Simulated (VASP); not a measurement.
# Ti (P6_3/mmc) in VASP: notebook

Runs on Ti. Level: LDA. Tasks: single point, relaxation of cell and atoms.

All numbers are computed with VASP 6.6.1; they aren't measurements. Logs are shortened: lines on timing, memory, paths and dates and some standing lists are left out, and cuts for length are marked.

### Step 1. The cell of the first run

Symmetry: P6_3/mmc, No. 194, hexagonal system. Conventional cell: a = 2.864 Å, b = 2.864 Å, c = 4.540 Å, α = 90.00°, β = 90.00°, γ = 120.00°. Within 3.7 Å of Ti (site symmetry -6m2) lie 12 Ti at 2.81 to 2.86 Å.

### Step 2. Single point, LDA

INCAR

```
SYSTEM = Ti
ALGO = Normal
EDIFF = 1E-6
ENCUT = 520
GGA = CA
ISIF = 2
ISMEAR = 0
LASPH = .TRUE.
LCHARG = .TRUE.
LELF = .TRUE.
LREAL = .FALSE.
LVHAR = .TRUE.
LWAVE = .FALSE.
NBANDS = 19
NELM = 100
PREC = Accurate
SIGMA = 0.3
```

KPOINTS

```
k-points
0
G
  20 20 12
  0 0 0
```

POSCAR

```
Ti
1.0
    2.8643182619      0.0000000000      0.0000000000
   -1.4321591310      2.4805723794      0.0000000000
    0.0000000000      0.0000000000      4.5396534668
Ti
2
Direct
    0.3333333333      0.6666666667      0.2500000000
    0.6666666667      0.3333333333      0.7500000000
```

Potentials or basis: VASP PAW LDA potentials, release 64 (Ti_sv).

Launch:

```sh
$ cat potpaw_LDA.64/Ti_sv/POTCAR > POTCAR
$ mpirun -np 1 vasp_std > vasp.out
```

OUTCAR:

```text
SYSTEM = Ti
   EDIFF = 1E-6
   ENCUT = 520
   GGA = CA
   ISIF = 2
   ISMEAR = 0
   LASPH = .TRUE.
   LREAL = .FALSE.
   NELM = 100
   PREC = Accurate

 ion  position               nearest neighbor table
   1  0.333  0.667  0.250-   2 2.81   2 2.81   2 2.81   2 2.81   2 2.81   2 2.81
   2  0.667  0.333  0.750-   1 2.81   1 2.81   1 2.81   1 2.81   1 2.81   1 2.81

  LATTYP: Found a hexagonal cell.
 ALAT       =     2.8643182619
 C/A-ratio  =     1.5848984127

  Lattice vectors:

 A1 = (   2.8643182619,   0.0000000000,   0.0000000000)
 A2 = (  -1.4321591310,   2.4805723794,   0.0000000000)
 A3 = (   0.0000000000,   0.0000000000,   4.5396534668)

Analysis of symmetry for initial positions (statically):
=====================================================================
 Subroutine PRICEL returns:
 Original cell was already a primitive cell.

 Routine SETGRP: Setting up the symmetry group for a
 hexagonal supercell.

 Subroutine GETGRP returns: Found 24 space group operations
 (whereof 12 operations were pure point group operations)
 out of a pool of 24 trial point group operations.

The static configuration has the point symmetry D_3d.
 The point group associated with its full space group is D_6h.

Analysis of symmetry for dynamics (positions and initial velocities):
=====================================================================
 Subroutine PRICEL returns:
 Original cell was already a primitive cell.

 Routine SETGRP: Setting up the symmetry group for a
 hexagonal supercell.

 Subroutine GETGRP returns: Found 24 space group operations
 (whereof 12 operations were pure point group operations)
 out of a pool of 24 trial point group operations.

The dynamic configuration has the point symmetry D_3d.
 The point group associated with its full space group is D_6h.

 Subroutine INISYM returns: Found 24 space group operations
 (whereof 12 operations are pure point group operations),
 and found     1 'primitive' translations

----------------------------------------------------------------------------------------

                                     Primitive cell

  volume of cell :      32.2549

  direct lattice vectors                    reciprocal lattice vectors
     2.864318262  0.000000000  0.000000000     0.349123215  0.201566382  0.000000000
    -1.432159131  2.480572379  0.000000000     0.000000000  0.403132764  0.000000000
     0.000000000  0.000000000  4.539653467     0.000000000  0.000000000  0.220281131

  length of vectors
     2.864318262  2.864318262  4.539653467     0.403132764  0.403132764  0.220281131

  position of ions in fractional coordinates (direct lattice)
     0.333333333  0.666666667  0.250000000
     0.666666667  0.333333333  0.750000000

  ion indices of the primitive-cell ions
   primitive index   ion index
                 1           1
                 2           2

----------------------------------------------------------------------------------------

 KPOINTS: k-points

Automatic generation of k-mesh.
 Grid dimensions read from file:
 generate k-points for:   20   20   12

 Generating k-lattice:

  Cartesian coordinates                     Fractional coordinates (reciprocal lattice)
     0.017456161  0.010078319  0.000000000     0.050000000  0.000000000  0.000000000
     0.000000000  0.020156638  0.000000000     0.000000000  0.050000000  0.000000000
     0.000000000  0.000000000  0.018356761     0.000000000  0.000000000  0.083333333

  Length of vectors
     0.020156638  0.020156638  0.018356761

  Shift w.r.t. Gamma in fractional coordinates (k-lattice)
     0.000000000  0.000000000  0.000000000

 Subroutine IBZKPT returns following result:
 ===========================================

 Found    308 irreducible k-points:

 Following reciprocal coordinates:
            Coordinates               Weight
  0.000000  0.000000  0.000000      1.000000
  0.050000  0.000000  0.000000      6.000000
  0.100000  0.000000  0.000000      6.000000
  0.150000  0.000000  0.000000      6.000000
  0.200000  0.000000  0.000000      6.000000
  0.250000  0.000000  0.000000      6.000000
[... 16 lines left out ...]
  0.200000  0.100000  0.000000     12.000000
  0.250000  0.100000  0.000000     12.000000
 [... further k-points ...]
   k-points           NKPTS =    308   k-points in BZ     NKDIM =    308   number of bands    NBANDS=     19
   number of dos      NEDOS =    301   number of ions     NIONS =      2
   total plane-waves  NPLWV =  20736
   dimension x,y,z NGX =    24 NGY =   24 NGZ =   36
   dimension x,y,z NGXF=    48 NGYF=   48 NGZF=   72
   ions per type =               2
   NGX,Y,Z   is equivalent  to a cutoff of  13.93, 13.93, 13.18 a.u.
   NGXF,Y,Z  is equivalent  to a cutoff of  27.86, 27.86, 26.37 a.u.
 SYSTEM =  Ti
   PREC   = accura    normal or accurate (medium, high low for compatibility)
   ISTART =      0    job   : 0-new  1-cont  2-samecut
   ICHARG =      2    charge: 1-file 2-atom 10-const
   ISPIN  =      1    spin polarized calculation?
   LNONCOLLINEAR =      F non collinear calculations
   LSORBIT =      F    spin-orbit coupling
   LASPH  =      T    aspherical Exc in radial PAW
   ENCUT  =  520.0 eV  38.22 Ry    6.18 a.u.   5.33  5.33  8.44*2*pi/ulx,y,z
   NELM   =    100;   NELMIN=  2; NELMDL= -5     # of ELM steps
   EDIFF  = 0.1E-05   stopping-criterion for ELM
   LREAL  =      F    real-space projection
   EDIFFG = 0.1E-04   stopping-criterion for IOM
   NSW    =      0    number of steps for IOM
   IBRION =     -1    ionic relax: 0-MD 1-quasi-New 2-CG
   NFREE  =      0    steps in history (QN), initial steepest desc. (CG)
   ISIF   =      2    stress and relaxation
   ISYM   =      2    0-nonsym 1-usesym 2-fastsym
   POTIM  = 0.5000    time-step for ionic-motion
   TEBEG  =    0.0;   TEEND  =   0.0 temperature during run
   PSTRESS=    0.0 pullay stress
   NELECT =      24.0000    total number of electrons
   NUPDOWN=      -1.0000    fix difference up-down
   EMIN   =  10.00;   EMAX   =-10.00  energy-range for DOS
   EFERMI =   0.00;   METHOD = LEGACY
   ISMEAR =     0;   SIGMA  =   0.30  broadening in eV -4-tet -1-fermi 0-gaus
   EFERMI_NEDOS =   21; number of points for ismear=-14 and -15
   IALGO  =     38    algorithm
   IMIX   =      4    mixing-type and parameters
     AMIX     =   0.40;   BMIX     =  1.00
     AMIX_MAG =   1.60;   BMIX_MAG =  1.00
  volume/ion in A,a.u.               =      16.13       108.83
  Fermi-wavevector in a.u.,A,eV,Ry     =   1.483474  2.803359 29.942277  2.200695
  Thomas-Fermi vector in A             =   2.597131
   LORBIT       =      0    0 simple, 1 ext, 2 COOP (PROOUT), +10 PAW based schemes
   GGA     = CA    functional components
   LHFCALC =     F    Hartree Fock is set to
   AEXX    =    0.0000 exact exchange contribution
   IVDW    =     0    specifies the selected vdW correction
   LEPSILON=     F    determine dielectric tensor
   LRPA    =     F    only Hartree local field effects (RPA)
 non-spin polarized calculation
 Gauss-broadening in eV      SIGMA  =   0.30
  energy-cutoff  :      520.00
  volume of cell :       32.25
 maximum number of plane-waves:       887
 NGX is ok and might be reduce to    24
   NGX = 11   NGY = 11   NGZ = 17

 number of electron      24.0000004 magnetization

 Free energy of the ion-electron system (eV)
  ---------------------------------------------------
  ext. energy  EPLUGINS =         0.00000000
  ---------------------------------------------------
  free energy    TOTEN  =       -17.14754304 eV

  energy without entropy =      -17.04793244  energy(sigma->0) =      -17.09773774

 E-fermi :   8.8611     XC(G=0): -12.1431

 val. band max:        8.8588336198   @ k =   0.3500   0.3000   0.3333
 cond. band min:       8.8709385032   @ k =   0.1000   0.1000   0.2500
 fundamental gap:      0.0121048835
 Fermi energy:         8.8611208272

 k-point     1 :       0.0000    0.0000    0.0000
  band No.  band energies     occupation
      1     -47.1430      2.00000
      2     -46.9488      2.00000
      3     -24.2074      2.00000
      4     -23.3911      2.00000
      5     -23.3911      2.00000
      6     -23.2810      2.00000
[... 11 lines left out ...]
     18      10.6224      0.00000
     19      12.3258      0.00000

 k-point     2 :       0.0500    0.0000    0.0000
  band No.  band energies     occupation
      1     -47.1395      2.00000
      2     -46.9474      2.00000
      3     -24.2002      2.00000
      4     -23.4062      2.00000
      5     -23.3962      2.00000
      6     -23.2840      2.00000
[... 11 lines left out ...]
     18      10.5774      0.00000
     19      12.3508      0.00000

 k-point     3 :       0.1000    0.0000    0.0000
  band No.  band energies     occupation
      1     -47.1291      2.00000
      2     -46.9433      2.00000
      3     -24.1788      2.00000
      4     -23.4501      2.00000
      5     -23.4106      2.00000
      6     -23.3230      2.00000
[... 11 lines left out ...]
     18      10.4642      0.00000
     19      12.4154      0.00000

 k-point     4 :       0.1500    0.0000    0.0000
  band No.  band energies     occupation
      1     -47.1128      2.00000
      2     -46.9372      2.00000
      3     -24.1444      2.00000
      4     -23.5187      2.00000
      5     -23.4325      2.00000
      6     -23.3924      2.00000
[... 11 lines left out ...]
     18      10.6628      0.00000
     19      12.4983      0.00000

 k-point     5 :       0.2000    0.0000    0.0000
  band No.  band energies     occupation
      1     -47.0917      2.00000
      2     -46.9299      2.00000
      3     -24.0989      2.00000
      4     -23.6057      2.00000
      5     -23.4777      2.00000
      6     -23.4593      2.00000
[... 11 lines left out ...]
     18      10.9700      0.00000
     19      12.5812      0.00000

 k-point     6 :       0.2500    0.0000    0.0000
  band No.  band energies     occupation
      1     -47.0674      2.00000
      2     -46.9226      2.00000
      3     -24.0445      2.00000
      4     -23.7027      2.00000
      5     -23.5699      2.00000
      6     -23.4883      2.00000
[... 11 lines left out ...]
     18      11.3309      0.00000
     19      12.6534      0.00000

 k-point     7 :       0.3000    0.0000    0.0000
  band No.  band energies     occupation
      1     -47.0419      2.00000
      2     -46.9164      2.00000
      3     -23.9845      2.00000
      4     -23.8000      2.00000
      5     -23.6597      2.00000
      6     -23.5166      2.00000
[... 11 lines left out ...]
     18      11.7193      0.00000
     19      12.7107      0.00000

 k-point     8 :       0.3500    0.0000    0.0000
  band No.  band energies     occupation
      1     -47.0172      2.00000
      2     -46.9124      2.00000
      3     -23.9231      2.00000
      4     -23.8878      2.00000
      5     -23.7391      2.00000
      6     -23.5416      2.00000
[... 256 lines left out ...]
 k-point    20 :       0.4500    0.0500    0.0000
  band No.  band energies     occupation
      1     -46.9751      2.00000
      2     -46.9120      2.00000
      3     -24.0091      2.00000
      4     -23.8465      2.00000
      5     -23.8052      2.00000
      6     -23.5852      2.00000
[... 11 lines left out ...]
     18      12.7778      0.00000
     19      13.6351      0.00000

 k-point    21 :       0.1000    0.1000    0.0000
  band No.  band energies     occupation
      1     -47.1035      2.00000
      2     -46.9339      2.00000
      3     -24.1245      2.00000
      4     -23.5419      2.00000
      5     -23.4873      2.00000
      6     -23.3935      2.00000
[... 11 lines left out ...]
     18      10.8686      0.00000
     19      12.5096      0.00000

 k-point    22 :       0.1500    0.1000    0.0000
  band No.  band energies     occupation
      1     -47.0831      2.00000
      2     -46.9272      2.00000
      3     -24.0800      2.00000
      4     -23.6144      2.00000
      5     -23.5567      2.00000
      6     -23.4331      2.00000
[... 11 lines left out ...]
     18      11.2234      0.00000
     19      12.5626      0.00000

 k-point    23 :       0.2000    0.1000    0.0000
  band No.  band energies     occupation
      1     -47.0597      2.00000
      2     -46.9205      2.00000
      3     -24.0268      2.00000
      4     -23.7023      2.00000
      5     -23.6264      2.00000
      6     -23.4765      2.00000
[... 11 lines left out ...]
     18      11.6359      0.00000
     19      12.6122      0.00000

 k-point    24 :       0.2500    0.1000    0.0000
  band No.  band energies     occupation
      1     -47.0350      2.00000
      2     -46.9150      2.00000
      3     -23.9680      2.00000
      4     -23.7939      2.00000
      5     -23.6923      2.00000
      6     -23.5193      2.00000
[... 11 lines left out ...]
     18      12.0894      0.00000
     19      12.6534      0.00000

 [... further k-points ...]
[... 5 lines left out ...]
  --------------------------------------------------------------------------------------
  -------------------------------------------------------------------------------------
  Total       -0.0224327     -0.0224327     -0.0169174      0.0000000     -0.0000000      0.0000000
  in kB       -1.1142845     -1.1142845     -0.8403252      0.0000000     -0.0000000      0.0000000
  external PRESSURE =      -1.0229647 kB  Pullay stress =       0.0000000 kB

 VOLUME and BASIS-vectors are now :
 -----------------------------------------------------------------------------
  energy-cutoff  :      520.00
  volume of cell :       32.25
      direct lattice vectors                 reciprocal lattice vectors
     2.864318262  0.000000000  0.000000000     0.349123215  0.201566382  0.000000000
    -1.432159131  2.480572379  0.000000000     0.000000000  0.403132764  0.000000000
     0.000000000  0.000000000  4.539653467     0.000000000  0.000000000  0.220281131

 POSITION                                       TOTAL-FORCE (eV/Angst)
 -----------------------------------------------------------------------------------
     -0.00000      1.65371      1.13491        -0.000000      0.000000      0.000000
      1.43216      0.82686      3.40474         0.000000     -0.000000      0.000000
 -----------------------------------------------------------------------------------
    total drift:                                0.000000     -0.000000      0.000000

  FREE ENERGIE OF THE ION-ELECTRON SYSTEM (eV)
  ---------------------------------------------------
  free  energy   TOTEN  =       -17.1475430383 eV

  energy  without entropy=      -17.0479324354  energy(sigma->0) =      -17.09773774
```

It took 57 s on 1 thread of Intel Xeon 6975P-C (Granite Rapids), shared host; peak memory 0.26 GiB.

What came out:

- Free energy: -17.1475 eV
- Pressure: -0.1 GPa
- Band gap on the k mesh: zero (bands 12 and 13 overlap by 1.16 eV)

Levels at points of the mesh, in eV from the Fermi level:
```
           k point  band 9  band 10  band 11  band 12  band 13  band 14  band 15  band 16
(0.00, 0.00, 0.00)   -6.25    -2.83     0.82     0.82     0.96     1.14     1.37     1.37
(0.50, 0.00, 0.00)   -2.38    -2.35    -2.01    -0.42     0.49     0.73     1.32     3.69
(0.00, 0.00, 0.50)   -4.30    -4.30     0.13     0.13     0.72     0.72     0.72     0.72
(0.50, 0.00, 0.50)   -2.70    -2.70    -0.88    -0.88     1.65     1.65     1.88     1.88
```

Caveat: so wide a smearing shifts energies and pressures.

### Step 3. Relaxation of cell and atoms, LDA

This run uses another cell than the first one, of 17.64 Å³/atom.

INCAR

```
SYSTEM = Ti
  PREC = Accurate
  ENCUT = 600
  EDIFF = 1E-6
  ISMEAR = 0
  SIGMA = 0.3
  LREAL = .False.
  LASPH = .True.
  NELM = 80
  ALGO = Normal
  ISIF = 3
  LWAVE = .False.
  LCHARG = .False.
  IBRION = 2
  NSW = 80
  EDIFFG = -0.002
```

KPOINTS

```
Automatic mesh
0
Gamma
  20 20 12
  0 0 0
```

POSCAR

```
Ti
1.0
    2.9500000000      0.0000000000      0.0000000000
   -1.4750000000      2.5547749412      0.0000000000
    0.0000000000      0.0000000000      4.6800000000
Ti
2
Direct
    0.3333333333      0.6666666667      0.2500000000
    0.6666666667      0.3333333333      0.7500000000
```

Potentials or basis: VASP PAW LDA potentials, release 64 (Ti_sv).

Launch:

```sh
$ cat potpaw_LDA.64/Ti_sv/POTCAR > POTCAR
$ mpirun -np 1 vasp_std > vasp.out
```

Run time: 3.7 min. Hardware: 1 thread of Intel Xeon 6975P-C (Granite Rapids), shared host; peak memory 0.29 GiB.

Results (log left out):

```
Free energy                           : -17.1480 eV
Relaxed volume                        : 16.10 Å³/atom
Relaxed cell                          : a = 2.863 Å, b = 2.863 Å, c = 4.538 Å, α = 90.00°, β = 90.00°, γ = 120.00°
Space group after relaxing (to 0.1 Å) : P6_3/mmc (No. 194)
Energy gained by relaxing             : 49.5 meV/atom
Ionic steps                           : 5
Pressure after relaxing               : 0.0 GPa
Band gap on the k mesh                : zero (bands 12 and 13 overlap by 1.16 eV)
```

The path:
```tsv
step	energy change (eV)	largest force (eV/Å)	pressure (GPa)	volume (Å³)
1	0.0000	0.0000	-9.64	35.27
2	-0.0412	0.0000	9.31	30.12
3	-0.0990	0.0000	-0.07	32.23
4	-0.0990	0.0000	0.10	32.17
5	-0.0990	0.0000	-0.01	32.21
```

Final structure:
```xyz
2
Lattice="2.8629 0.0000 0.0000 -1.4315 2.4794 0.0000 0.0000 0.0000 4.5376" Properties=species:S:1:pos:R:3 pbc="T T T"
Ti    0.0000    1.6529    1.1344
Ti    1.4315    0.8265    3.4032
```

Levels at points of the mesh, in eV from the Fermi level:
```
           k point  band 10  band 11  band 12  band 13  band 14  band 15
(0.00, 0.00, 0.00)    -2.83     0.82     0.82     0.97     1.14     1.38
(0.50, 0.00, 0.00)    -2.35    -2.01    -0.42     0.49     0.73     1.32
(0.00, 0.00, 0.50)    -4.30     0.13     0.13     0.72     0.72     0.72
(0.50, 0.00, 0.50)    -2.71    -0.88    -0.88     1.66     1.66     1.89
```

Caveat: so wide a smearing shifts energies and pressures. Zero-point motion and thermal expansion aren't in these numbers.
